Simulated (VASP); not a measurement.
# BN (P6_3/mmc) in VASP: a series of runs, part 2 of 2

VASP 6.6.1. Earlier steps stand in the parts before.

### 3 Single point, r2SCAN (strain -0.025 along x and y, -0.050 along z)

The input, POSCAR:

```
BN
1.0
    2.4413919117      0.0000000000      0.0000000000
   -1.2206959559      2.1143074161      0.0000000000
    0.0000000000      0.0000000000      6.3281400000
B N
2 2
Direct
    0.3333333333      0.6666666667      0.2500000000
    0.6666666667      0.3333333333      0.7500000000
    0.3333333333      0.6666666667      0.7500000000
    0.6666666667      0.3333333333      0.2500000000
```

The input, INCAR.step1:

```
ALGO = Normal
EDIFF = 1E-4
ENCUT = 520
GGA = PE
ISMEAR = 0
LASPH = T
LCHARG = F
LREAL = F
LWAVE = T
NBANDS = 16
NELM = 100
PREC = Accurate
SIGMA = 0.05
```

The input, INCAR.step2:

```
ALGO = Normal
EDIFF = 1E-7
ENCUT = 520
ISIF = 2
ISMEAR = 0
ISTART = 1
LASPH = T
LCHARG = F
LMIXTAU = T
LREAL = F
LWAVE = F
METAGGA = R2SCAN
NBANDS = 16
NELM = 100
PREC = Accurate
SIGMA = 0.05
```

The input, KPOINTS:

```
k-points
0
Gamma
  12 12 4
```

Potentials or basis: VASP PAW PBE potentials, release 64 (B, N).

Launch:

```
$ cat potpaw_PBE.64/B/POTCAR potpaw_PBE.64/N/POTCAR > POTCAR
$ cp INCAR.step1 INCAR
$ mpirun -np 1 vasp_std > vasp.out
$ cp INCAR.step2 INCAR
$ mpirun -np 1 vasp_std > vasp.out
```

OUTCAR:

```text
EDIFF = 1E-7
   ENCUT = 520
   ISIF = 2
   ISMEAR = 0
   ISTART = 1
   LASPH = T
   LREAL = F
   METAGGA = R2SCAN
   NELM = 100
   PREC = Accurate

 ion  position               nearest neighbor table
   1  0.333  0.667  0.250-   4 1.41   4 1.41   4 1.41
   2  0.667  0.333  0.750-   3 1.41   3 1.41   3 1.41
   3  0.333  0.667  0.750-   2 1.41   2 1.41   2 1.41
   4  0.667  0.333  0.250-   1 1.41   1 1.41   1 1.41

  LATTYP: Found a hexagonal cell.
 ALAT       =     2.4413919117
 C/A-ratio  =     2.5920213669

  Lattice vectors:

 A1 = (   2.4413919117,   0.0000000000,   0.0000000000)
 A2 = (  -1.2206959559,   2.1143074161,   0.0000000000)
 A3 = (   0.0000000000,   0.0000000000,   6.3281400000)

Analysis of symmetry for initial positions (statically):
=====================================================================
 Subroutine PRICEL returns:
 Original cell was already a primitive cell.

 Routine SETGRP: Setting up the symmetry group for a
 hexagonal supercell.

 Subroutine GETGRP returns: Found 24 space group operations
 (whereof 12 operations were pure point group operations)
 out of a pool of 24 trial point group operations.

The static configuration has the point symmetry D_3d.
 The point group associated with its full space group is D_6h.

Analysis of symmetry for dynamics (positions and initial velocities):
=====================================================================
 Subroutine PRICEL returns:
 Original cell was already a primitive cell.

 Routine SETGRP: Setting up the symmetry group for a
 hexagonal supercell.

 Subroutine GETGRP returns: Found 24 space group operations
 (whereof 12 operations were pure point group operations)
[... 116 lines left out ...]
   TEBEG  =    0.0;   TEEND  =   0.0 temperature during run
   PSTRESS=    0.0 pullay stress
   NELECT =      16.0000    total number of electrons
   NUPDOWN=      -1.0000    fix difference up-down
   EMIN   =  10.00;   EMAX   =-10.00  energy-range for DOS
   EFERMI =   0.00;   METHOD = LEGACY
   ISMEAR =     0;   SIGMA  =   0.05  broadening in eV -4-tet -1-fermi 0-gaus
   EFERMI_NEDOS =   21; number of points for ismear=-14 and -15
   IALGO  =     38    algorithm
   IMIX   =      4    mixing-type and parameters
     AMIX     =   0.40;   BMIX     =  1.00
     AMIX_MAG =   1.60;   BMIX_MAG =  1.00
  volume/ion in A,a.u.               =       8.17        55.11
  Fermi-wavevector in a.u.,A,eV,Ry     =   1.290489  2.438670 22.658618  1.665361
  Thomas-Fermi vector in A             =   2.422317
   LORBIT       =      0    0 simple, 1 ext, 2 COOP (PROOUT), +10 PAW based schemes
   METAGGA = R2SCAN    functional components
   LHFCALC =     F    Hartree Fock is set to
   AEXX    =    0.0000 exact exchange contribution
   IVDW    =     0    specifies the selected vdW correction
   LEPSILON=     F    determine dielectric tensor
   LRPA    =     F    only Hartree local field effects (RPA)
 non-spin polarized calculation
 Gauss-broadening in eV      SIGMA  =   0.05
  energy-cutoff  :      520.00
  volume of cell :       32.66
 maximum number of plane-waves:       912
   NGX =  9   NGY =  9   NGZ = 23

 number of electron      16.0000002 magnetization

 Free energy of the ion-electron system (eV)
  ---------------------------------------------------
  ext. energy  EPLUGINS =         0.00000000
  ---------------------------------------------------
  free energy    TOTEN  =       -38.41164966 eV

  energy without entropy =      -38.41164966  energy(sigma->0) =      -38.41164966

 E-fermi :   3.0667     XC(G=0): -11.2414

 val. band max:        2.7854708421   @ k =   0.3333   0.2500   0.0000
 cond. band min:       7.6959339744   @ k =   0.5000   0.0000   0.0000
 fundamental gap:      4.9104631323
 Fermi energy:         3.0667408161

 k-point     1 :       0.0000    0.0000    0.0000
  band No.  band energies     occupation
      1     -16.5679      2.00000
      2     -16.1617      2.00000
      3      -4.2369      2.00000
      4      -1.5579      2.00000
      5       1.4921      2.00000
      6       1.4921      2.00000
[... 433 lines left out ...]
      3      -4.6062      2.00000
      4      -4.5196      2.00000
      5      -1.0334      2.00000
      6      -0.9699      2.00000
[... 8 lines left out ...]
     15      21.6958      0.00000
     16      23.7170      0.00000

 [... further k-points ...]
[... 5 lines left out ...]
  --------------------------------------------------------------------------------------
  -------------------------------------------------------------------------------------
  Total        6.5219684      6.5219684      0.5787027     -0.0000000      0.0000000     -0.0000000
  in kB      319.8950808    319.8950808     28.3847046     -0.0000000      0.0000000     -0.0000000
  external PRESSURE =     222.7249554 kB  Pullay stress =       0.0000000 kB

 VOLUME and BASIS-vectors are now :
 -----------------------------------------------------------------------------
  energy-cutoff  :      520.00
  volume of cell :       32.66
      direct lattice vectors                 reciprocal lattice vectors
     2.441391912  0.000000000  0.000000000     0.409602406  0.236484059  0.000000000
    -1.220695956  2.114307416  0.000000000     0.000000000  0.472968118  0.000000000
     0.000000000  0.000000000  6.328140000     0.000000000  0.000000000  0.158024317

 POSITION                                       TOTAL-FORCE (eV/Angst)
 -----------------------------------------------------------------------------------
     -0.00000      1.40954      1.58204         0.000000     -0.000000      0.000000
      1.22070      0.70477      4.74611        -0.000000      0.000000      0.000000
     -0.00000      1.40954      4.74611         0.000000      0.000000      0.000000
      1.22070      0.70477      1.58204         0.000000      0.000000      0.000000
 -----------------------------------------------------------------------------------
    total drift:                                0.000000     -0.000000      0.000000

  FREE ENERGIE OF THE ION-ELECTRON SYSTEM (eV)
  ---------------------------------------------------
  free  energy   TOTEN  =       -38.4116496561 eV

  energy  without entropy=      -38.4116496561  energy(sigma->0) =      -38.41164966
```

Wall time 81 s (1 thread of Intel Xeon Platinum 8488C (Sapphire Rapids), shared host); peak memory 0.16 GiB.

What came out:

- Free energy: -38.4116 eV
- Pressure: 22.3 GPa
- Band gap on the k mesh: 4.91 eV, indirect (least direct gap 5.34 eV)

Caveat: the cell differs from its parent crystal (strain -0.025 along x and y, -0.050 along z); the PAW data sets were made with another functional, which shifts forces and pressure a little.

### 4 Single point, r2SCAN (strain -0.050 along x and y, +0.025 along z)

The input, POSCAR:

```
BN
1.0
    2.3787921191      0.0000000000      0.0000000000
   -1.1893960596      2.0600944054      0.0000000000
    0.0000000000      0.0000000000      6.8277300000
B N
2 2
Direct
    0.3333333333      0.6666666667      0.2500000000
    0.6666666667      0.3333333333      0.7500000000
    0.3333333333      0.6666666667      0.7500000000
    0.6666666667      0.3333333333      0.2500000000
```

The input, INCAR.step1:

```
PREC     = Accurate       # precision mode
ENCUT    = 520            # plane-wave cutoff, eV
ISMEAR   = 0              # smearing method
SIGMA    = 0.05           # smearing width, eV
LREAL    = F              # projectors in reciprocal space
LASPH    = T              # aspherical terms in the spheres
NELM     = 60             # most SCF steps
NBANDS   = 16             # bands
GGA      = PE             # functional
ALGO     = Normal         # electronic algorithm
EDIFF    = 1E-4           # SCF threshold, eV
LWAVE    = T              # write WAVECAR
LCHARG   = F              # write CHGCAR
```

The input, INCAR.step2:

```
PREC     = Accurate       # precision mode
ENCUT    = 520            # plane-wave cutoff, eV
EDIFF    = 1E-6           # SCF threshold, eV
ISMEAR   = 0              # smearing method
SIGMA    = 0.05           # smearing width, eV
LREAL    = F              # projectors in reciprocal space
LASPH    = T              # aspherical terms in the spheres
NELM     = 60             # most SCF steps
ALGO     = Normal         # electronic algorithm
ISIF     = 2              # what is computed and relaxed
LWAVE    = F              # write WAVECAR
LCHARG   = F              # write CHGCAR
METAGGA  = R2SCAN         # meta-GGA
LMIXTAU  = T            
NBANDS   = 16             # bands
ISTART   = 1
```

The input, KPOINTS:

```
Automatic mesh
0
Gamma
  12 12 4
```

Launch:

```
$ cat potpaw_PBE.64/B/POTCAR potpaw_PBE.64/N/POTCAR > POTCAR
$ cp INCAR.step1 INCAR
$ mpirun -np 1 vasp_std > vasp.out
$ cp INCAR.step2 INCAR
$ mpirun -np 1 vasp_std > vasp.out
```

It took 2.1 min on 1 thread of Intel Xeon Platinum 8488C (Sapphire Rapids), shared host; peak memory 0.16 GiB.

The run converged. Its results:

```yaml
Free_energy: -37.8985 eV
Pressure: 45.2 GPa
Band_gap_on_the_k_mesh: 5.17 eV, indirect (least direct gap 5.78 eV)
```

Stress tensor (GPa, compression positive):
```
67.88  0.00  0.00
 0.00 67.88  0.00
 0.00  0.00 -0.19
```

Levels at points of the mesh, in eV from the valence-band top:
```csv
k point,band 4,band 5,band 6,band 7,band 8,band 9,band 10,band 11,band 12,band 13
"(0.00, 0.00, 0.00)",-5.29,-1.16,-1.16,-1.13,-1.13,5.29,10.92,13.67,13.67,13.75
"(0.50, 0.00, 0.00)",-9.87,-4.54,-4.50,-1.50,-0.68,5.17,6.53,11.57,12.48,13.69
"(0.00, 0.00, 0.50)",-6.28,-1.14,-1.14,-1.14,-1.14,7.72,7.72,13.71,13.71,13.71
"(0.50, 0.00, 0.50)",-9.89,-4.52,-4.52,-1.08,-1.08,5.65,5.65,12.28,12.28,14.95
```

Caveat: the cell differs from its parent crystal (strain -0.050 along x and y, +0.025 along z); the PAW data sets were made with another functional, which shifts forces and pressure a little. A k mesh can miss the band edges.

### 5 Single point, r2SCAN (strain -0.025 along x and y, -0.025 along z)

The input, POSCAR:

```
BN
1.0
    2.4413919117      0.0000000000      0.0000000000
   -1.2206959559      2.1143074161      0.0000000000
    0.0000000000      0.0000000000      6.4946700000
B N
2 2
Direct
    0.3333333333      0.6666666667      0.2500000000
    0.6666666667      0.3333333333      0.7500000000
    0.3333333333      0.6666666667      0.7500000000
    0.6666666667      0.3333333333      0.2500000000
```

The input, INCAR.step1:

```
PREC = Accurate ; ENCUT = 520
ISMEAR = 0 ; SIGMA = 0.05
LREAL = F ; LASPH = T
NELM = 80 ; NBANDS = 16
GGA = PE ; ALGO = Normal
EDIFF = 1E-4 ; LWAVE = T
LCHARG = F
```

The input, INCAR.step2:

```
PREC = Accurate ; ENCUT = 520
EDIFF = 1E-6 ; ISMEAR = 0
SIGMA = 0.05 ; LREAL = F
LASPH = T ; NELM = 80
ALGO = Normal ; ISIF = 2
LWAVE = F ; LCHARG = F
METAGGA = R2SCAN ; LMIXTAU = T
NBANDS = 16 ; ISTART = 1
```

KPOINTS is that of step 4.

Potentials or basis: VASP PAW PBE potentials, release 64 (B, N).

Launch:

```
$ cat potpaw_PBE.64/B/POTCAR potpaw_PBE.64/N/POTCAR > POTCAR
$ cp INCAR.step1 INCAR
$ mpirun -np 1 vasp_std > vasp.out
$ cp INCAR.step2 INCAR
$ mpirun -np 1 vasp_std > vasp.out
```

OUTCAR:

```text
PREC = Accurate
   ENCUT = 520
   EDIFF = 1E-6
   ISMEAR = 0
   LREAL = F
   LASPH = T
   NELM = 80
   ISIF = 2
   METAGGA = R2SCAN
   ISTART = 1

 ion  position               nearest neighbor table
   1  0.333  0.667  0.250-   4 1.41   4 1.41   4 1.41
   2  0.667  0.333  0.750-   3 1.41   3 1.41   3 1.41
   3  0.333  0.667  0.750-   2 1.41   2 1.41   2 1.41
   4  0.667  0.333  0.250-   1 1.41   1 1.41   1 1.41

  LATTYP: Found a hexagonal cell.
 ALAT       =     2.4413919117
 C/A-ratio  =     2.6602324555

  Lattice vectors:

 A1 = (   2.4413919117,   0.0000000000,   0.0000000000)
 A2 = (  -1.2206959559,   2.1143074161,   0.0000000000)
 A3 = (   0.0000000000,   0.0000000000,   6.4946700000)

Analysis of symmetry for initial positions (statically):
=====================================================================
 Subroutine PRICEL returns:
 Original cell was already a primitive cell.

[... 169 lines left out ...]
  ext. energy  EPLUGINS =         0.00000000
  ---------------------------------------------------
  free energy    TOTEN  =       -38.42512189 eV

  energy without entropy =      -38.42512189  energy(sigma->0) =      -38.42512189

 E-fermi :   2.7983     XC(G=0): -11.0621

 val. band max:        2.5287722906   @ k =   0.3333   0.3333   0.5000
 cond. band min:       7.5010071805   @ k =   0.5000   0.0000   0.0000
 fundamental gap:      4.9722348899
 Fermi energy:         2.7982986340

 k-point     1 :       0.0000    0.0000    0.0000
  band No.  band energies     occupation
      1     -16.7594      2.00000
      2     -16.4245      2.00000
      3      -4.3371      2.00000
      4      -1.9634      2.00000
      5       1.2685      2.00000
      6       1.2685      2.00000
[... 433 lines left out ...]
      3      -4.8228      2.00000
      4      -4.7552      2.00000
      5      -1.2556      2.00000
      6      -1.2057      2.00000
[... 8 lines left out ...]
     15      21.3019      0.00000
     16      23.5001      0.00000

 [... further k-points ...]
[... 5 lines left out ...]
  --------------------------------------------------------------------------------------
  -------------------------------------------------------------------------------------
  Total        6.5199601      6.5199601      0.3214008     -0.0000000     -0.0000000      0.0000000
  in kB      311.5966620    311.5966620     15.3601276     -0.0000000     -0.0000000      0.0000000
  external PRESSURE =     212.8511505 kB  Pullay stress =       0.0000000 kB

 VOLUME and BASIS-vectors are now :
 -----------------------------------------------------------------------------
  energy-cutoff  :      520.00
  volume of cell :       33.52
      direct lattice vectors                 reciprocal lattice vectors
     2.441391912  0.000000000  0.000000000     0.409602406  0.236484059  0.000000000
    -1.220695956  2.114307416  0.000000000     0.000000000  0.472968118  0.000000000
     0.000000000  0.000000000  6.494670000     0.000000000  0.000000000  0.153972411

 POSITION                                       TOTAL-FORCE (eV/Angst)
 -----------------------------------------------------------------------------------
     -0.00000      1.40954      1.62367        -0.000000      0.000000      0.000000
      1.22070      0.70477      4.87100         0.000000     -0.000000      0.000000
     -0.00000      1.40954      4.87100         0.000000      0.000000      0.000000
      1.22070      0.70477      1.62367         0.000000     -0.000000      0.000000
 -----------------------------------------------------------------------------------
    total drift:                               -0.000000      0.000000      0.000000

  FREE ENERGIE OF THE ION-ELECTRON SYSTEM (eV)
  ---------------------------------------------------
  free  energy   TOTEN  =       -38.4251218858 eV

  energy  without entropy=      -38.4251218858  energy(sigma->0) =      -38.42512189
```

OSZICAR.step1:

```text
N       E                     dE             d eps       ncg     rms          rms(c)
DAV:   1     0.515613660668E+02    0.51561E+02   -0.81234E+03  1832   0.935E+02
DAV:   2    -0.358761423021E+02   -0.87438E+02   -0.78727E+02  2520   0.228E+02
DAV:   3    -0.390016712666E+02   -0.31255E+01   -0.31104E+01  2368   0.425E+01
DAV:   4    -0.390199745073E+02   -0.18303E-01   -0.18300E-01  2272   0.364E+00
DAV:   5    -0.390201272861E+02   -0.15278E-03   -0.15278E-03  2320   0.310E-01    0.120E+01
DAV:   6    -0.353890300432E+02    0.36311E+01   -0.53895E+00  2360   0.181E+01    0.548E+00
DAV:   7    -0.350133071918E+02    0.37572E+00   -0.71185E-01  2416   0.618E+00    0.332E+00
DAV:   8    -0.349317522602E+02    0.81555E-01   -0.24019E-01  2232   0.340E+00    0.473E-01
DAV:   9    -0.349274881236E+02    0.42641E-02   -0.15295E-02  2056   0.103E+00    0.217E-01
DAV:  10    -0.349283759242E+02   -0.88780E-03   -0.12025E-03  2072   0.272E-01    0.337E-02
DAV:  11    -0.349284667929E+02   -0.90869E-04   -0.87907E-05  1864   0.776E-02
   1 F= -.34928467E+02 E0= -.34928467E+02  d E =-.628875E-12
```

It took 76 s on 1 thread of Intel Xeon Platinum 8488C (Sapphire Rapids), shared host; peak memory 0.15 GiB.

What came out:

```
Free energy            : -38.4251 eV
Pressure               : 21.3 GPa
Band gap on the k mesh : 4.97 eV, indirect (least direct gap 5.44 eV)
```

Stress tensor (GPa, compression positive):
```
31.16  0.00  0.00
 0.00 31.16  0.00
 0.00  0.00  1.54
```

Caveat: the cell differs from its parent crystal (strain -0.025 along x and y, -0.025 along z); the PAW data sets were made with another functional, which shifts forces and pressure a little. A k mesh can miss the band edges.

### 6 Single point, r2SCAN (strain -0.050 along x and y, +0.050 along z)

The input, POSCAR:

```
BN
1.0
    2.3787921191      0.0000000000      0.0000000000
   -1.1893960596      2.0600944054      0.0000000000
    0.0000000000      0.0000000000      6.9942600000
B N
2 2
Direct
    0.3333333333      0.6666666667      0.2500000000
    0.6666666667      0.3333333333      0.7500000000
    0.3333333333      0.6666666667      0.7500000000
    0.6666666667      0.3333333333      0.2500000000
```

The input, INCAR.step1:

```
ALGO = Normal ; EDIFF = 1E-4
ENCUT = 520 ; GGA = PE
ISMEAR = 0 ; LASPH = T
LCHARG = F ; LREAL = F
LWAVE = T ; NBANDS = 16
NELM = 60 ; PREC = Accurate
SIGMA = 0.05
```

The input, INCAR.step2:

```
ALGO = Normal ; EDIFF = 1E-6
ENCUT = 520 ; ISIF = 2
ISMEAR = 0 ; ISTART = 1
LASPH = T ; LCHARG = F
LMIXTAU = T ; LREAL = F
LWAVE = F ; METAGGA = R2SCAN
NBANDS = 16 ; NELM = 60
PREC = Accurate ; SIGMA = 0.05
```

The input, KPOINTS:

```
k-points
0
Gamma
  12 12 4
```

Potentials or basis: VASP PAW PBE potentials, release 64 (B, N).

Launch:

```
$ cat potpaw_PBE.64/B/POTCAR potpaw_PBE.64/N/POTCAR > POTCAR
$ cp INCAR.step1 INCAR
$ mpirun -np 1 vasp_std > vasp.out
$ cp INCAR.step2 INCAR
$ mpirun -np 1 vasp_std > vasp.out
```

Wall time 1.8 min (1 thread of Intel Xeon Platinum 8488C (Sapphire Rapids), shared host); peak memory 0.16 GiB.

The run converged. Its results:

- Free energy: -37.8981 eV
- Pressure: 44.0 GPa
- Band gap on the k mesh: 5.13 eV, indirect (least direct gap 5.79 eV)

Stress tensor (GPa, compression positive):
```
66.28  0.00  0.00
 0.00 66.28  0.00
 0.00  0.00 -0.69
```

Levels at points of the mesh, in eV from the valence-band top:
```csv
k point,band 4,band 5,band 6,band 7,band 8,band 9,band 10,band 11,band 12,band 13
"(0.00, 0.00, 0.00)",-5.41,-1.16,-1.16,-1.14,-1.14,5.13,10.50,13.67,13.67,13.74
"(0.50, 0.00, 0.00)",-9.88,-4.54,-4.51,-1.44,-0.73,5.21,6.43,11.54,12.49,13.57
"(0.00, 0.00, 0.50)",-6.28,-1.15,-1.15,-1.15,-1.15,7.41,7.41,13.71,13.71,13.71
"(0.50, 0.00, 0.50)",-9.90,-4.52,-4.52,-1.08,-1.08,5.66,5.66,12.25,12.25,14.79
```

Caveat: the cell differs from its parent crystal (strain -0.050 along x and y, +0.050 along z); the PAW data sets were made with another functional, which shifts forces and pressure a little. A k mesh can miss the band edges.

### 7 Overview

```tsv
cell	gap on the mesh (eV)	pressure (GPa)
a = 2.379, b = 2.379, c = 6.661 Å, angles 90.0, 90.0, 120.0°, 4 atoms	5.13	46.5
a = 2.441, b = 2.441, c = 6.328 Å, angles 90.0, 90.0, 120.0°, 4 atoms	4.91	22.3
a = 2.379, b = 2.379, c = 6.828 Å, angles 90.0, 90.0, 120.0°, 4 atoms	5.17	45.2
a = 2.441, b = 2.441, c = 6.495 Å, angles 90.0, 90.0, 120.0°, 4 atoms	4.97	21.3
a = 2.379, b = 2.379, c = 6.994 Å, angles 90.0, 90.0, 120.0°, 4 atoms	5.13	44.0
```

Alike in all rows: task single point; level r2SCAN; potentials or basis VASP PAW PBE potentials, release 64 (B, N); no spin polarisation; k mesh 12 × 12 × 4; cutoff (eV) 520; smearing gaussian 0.05 eV.

Caveats: the PAW data sets were made with another functional, which shifts forces and pressure a little.

Total energies depend on the potentials used, so only differences within one code and one set of settings carry meaning.
